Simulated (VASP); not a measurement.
## P: single point with PBEsol+D3(BJ)

Crystal: P.

```
P
1.0
     2.10152    0.00000    0.00000
     0.00000    2.10152    0.00000
     0.00000    0.00000    2.10152
P
1
Direct
  0.00000 0.00000 0.00000
```

This isn't the form of P at room conditions, which is orthorhombic.

```json
{
  "Program": "VASP 6.6.1",
  "Task": "single point",
  "Functional": "PBEsol",
  "Dispersion": "D3(BJ)",
  "Potentials or basis": "VASP PAW PBE potentials, release 64 (P)",
  "Cutoff": "500 eV",
  "k mesh": "20 × 20 × 20",
  "Occupations": "gaussian, width 0.1 eV",
  "Spin": "no spin polarisation",
  "Dipole correction": "no",
  "Further INCAR settings": "ALGO = Normal; EDIFF = 1e-06; NBANDS = 8"
}
```

| Property | Result |
| --- | --- |
| Pressure | 120.8 GPa |
| Band gap on the k mesh | zero (an odd number of electrons rules out a gap without spin polarisation) |
| Dispersion energy per atom | -0.617 eV |

Levels at points of the mesh, in eV from the Fermi level:
| k point | band 1 | band 2 | band 3 | band 4 | band 5 | band 6 | band 7 |
| --- | --- | --- | --- | --- | --- | --- | --- |
| (0.00, 0.00, 0.00) | -21.72 | 6.30 | 6.30 | 8.20 | 8.20 | 8.20 | 20.72 |
| (0.50, 0.00, 0.00) | -14.64 | -13.00 | 10.07 | 13.52 | 13.52 | 16.76 | 16.76 |
| (0.50, 0.50, 0.00) | -7.48 | -7.48 | -6.61 | -2.22 | 18.83 | 20.61 | 20.61 |
| (0.50, 0.50, 0.50) | -2.26 | -2.26 | -2.26 | 3.04 | 3.04 | 3.04 | 5.67 |

It took 9.4 s on 1 thread of AMD EPYC 7R13 Processor (Zen 3), with other jobs on the host, peak memory 0.1 GiB.

Caveat: the cell stands under pressure; the PAW data sets were made with another functional, which shifts forces and pressure a little; an odd number of electrons without spin polarisation forces a metal; a magnetic or distorted state may lie lower.
